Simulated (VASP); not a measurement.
A run of VASP 6.6.1 is set up as follows.

The input INCAR:

```
  PREC = Accurate
  ENCUT = 520
  EDIFF = 1E-6
  ISMEAR = 0
  SIGMA = 0.05
  LREAL = F
  LASPH = T
  NELM = 200
  ALGO = Normal
  ISIF = 2
  LWAVE = F
  LCHARG = F
  ISPIN = 2
  MAGMOM = 0 1 0 0 0 0 0 0 0 0
  LORBIT = 11
  LDIPOL = T
  IDIPOL = 3
  DIPOL = 0.5 0.5 0.485
  GGA = PE
  IVDW = 12
  NBANDS = 32
  GGA_COMPAT = F
  NELMDL = -8
```

KPOINTS

```
Automatic mesh
0
Gamma
  12 12 1
```

Contents of POSCAR:

```
HC4
1.0
    2.5150999885      0.0000000000      0.0000000000
   -1.2575499942      2.1781404831      0.0000000000
    0.0000000000      0.0000000000     26.8141042591
H C
2 8
Direct
    0.0000000000      0.0000000000      0.3169973502
    0.0000000000      0.0000000000      0.6581266014
    0.0000000000      0.0000000000      0.3595122891
    0.6666666667      0.3333333333      0.3786586543
    0.6666666667      0.3333333333      0.4360977502
    0.3333333333      0.6666666667      0.4552441155
    0.3333333333      0.6666666667      0.5128304095
    0.0000000000      0.0000000000      0.5316858867
    0.0000000000      0.0000000000      0.5906084589
    0.6666666667      0.3333333333      0.6081558859
```

Potentials or basis: VASP PAW PBE potentials, release 64 (H, C).

Command:

```sh
$ cat potpaw_PBE.64/H/POTCAR potpaw_PBE.64/C/POTCAR > POTCAR
$ mpirun -np 1 vasp_std > vasp.out
```

Task: Predict the dispersion energy per atom.

Result: -0.145 eV.

Task: What does it give for the net moment?

Result: 0.00 μB per cell.

Forces in eV/Å, atoms in the order of the input:
```
H    0.000  0.000  0.906
H    0.000  0.000  0.001
C    0.000  0.000  0.029
C    0.000  0.000 -1.010
C    0.000  0.000  0.069
C    0.000  0.000 -0.026
C    0.000  0.000 -0.001
C    0.000  0.000  0.011
C    0.000  0.000 -0.002
C    0.000  0.000  0.023
```
